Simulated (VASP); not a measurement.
Runs of VASP 6.6.1 on AlAu. The structure is that of space group Pm-3m (No. 221), or close to it. The cells are those of the table. 

| cell | gap on the mesh (eV) | pressure (GPa) |
| --- | --- | --- |
| a = 3.224 Å, 2 atoms | none | (b) |
| a = 3.256 Å, 2 atoms | none | -10.5 |
| a = 3.158 Å, 2 atoms | none | (a) |
| a = 3.191 Å, 2 atoms | none | -4.9 |
| a = 3.287 Å, 2 atoms | none | -11.8 |

Alike in all rows: task single point; level LDA; potentials or basis VASP PAW LDA potentials, release 64 (Al, Au); no spin polarisation; k mesh 9 × 9 × 9; cutoff (eV) 520; smearing methfessel-paxton 0.1 eV.

Problem. Fill in the values left out.

Solution. (a) -0.8; (b) -8.2.

Caveats: spin-orbit coupling is left out, which moves the levels of the heavy elements.

A k mesh can miss the band edges, and the runs leave out spin-orbit coupling on Au.

A gap of «none» marks levels without a gap at the run's occupations.
